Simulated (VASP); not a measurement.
Write the native input for VASP 6.6.1 that does the following.

```yaml
Task: single point
Functional: r2SCAN
Potentials_or_basis: VASP PAW PBE potentials, release 64 (Os)
Cutoff: 520 eV
k_mesh: 21 × 21 × 12
Occupations: gaussian, width 0.15 eV
Spin: no spin polarisation
Dipole_correction: no
Further_INCAR_settings: ALGO = Normal; EDIFF = 1e-07; NBANDS = 15
```

Crystal: Os.

```xyz
2
Lattice="2.7341 0.0000 0.0000 -1.3670 2.3678 0.0000 0.0000 0.0000 4.3197" Properties=species:S:1:pos:R:3 pbc="T T T"
Os    0.0000    1.5785    1.0799
Os    1.3670    0.7893    3.2398
```

These files were run (other wordings do the same):

POSCAR

```
Os
1.0
    2.7340999755      0.0000000000      0.0000000000
   -1.3670499878      2.3678000353      0.0000000000
    0.0000000000      0.0000000000      4.3197000000
Os
2
Direct
    0.3333333333      0.6666666667      0.2500000000
    0.6666666667      0.3333333333      0.7500000000
```

INCAR.step1

```
SYSTEM = Os
PREC = Accurate
ENCUT = 520
ISMEAR = 0
SIGMA = 0.15
LREAL = .False.
LASPH = .True.
NELM = 100
NBANDS = 15
GGA = PE
ALGO = Normal
EDIFF = 1E-4
LWAVE = .True.
LCHARG = .False.
```

INCAR.step2

```
SYSTEM = Os
PREC = Accurate
ENCUT = 520
EDIFF = 1E-7
ISMEAR = 0
SIGMA = 0.15
LREAL = .False.
LASPH = .True.
NELM = 100
ALGO = Normal
ISIF = 2
LWAVE = .False.
LCHARG = .False.
METAGGA = R2SCAN
LMIXTAU = .True.
NBANDS = 15
ISTART = 1
```

KPOINTS

```
Automatic mesh
0
Gamma
  21 21 12
  0 0 0
```

Potentials or basis: VASP PAW PBE potentials, release 64 (Os).

Command:

```sh
$ cat potpaw_PBE.64/Os/POTCAR > POTCAR
$ cp INCAR.step1 INCAR
$ mpirun -np 1 vasp_std > vasp.out
$ cp INCAR.step2 INCAR
$ mpirun -np 1 vasp_std > vasp.out
```

It gave:

- Pressure: 2.0 GPa
- Band gap on the k mesh: zero (band 8 reaches 11.40 eV, above the bottom of band 9 at 7.35 eV)

Caveat: the PAW data sets were made with another functional, which shifts forces and pressure a little; spin-orbit coupling is left out, which moves the levels of the heavy elements.

Wall time 8.1 min on 1 thread of Oxide Virtual Turin-like Processor (shared host), peak memory 0.2 GiB.
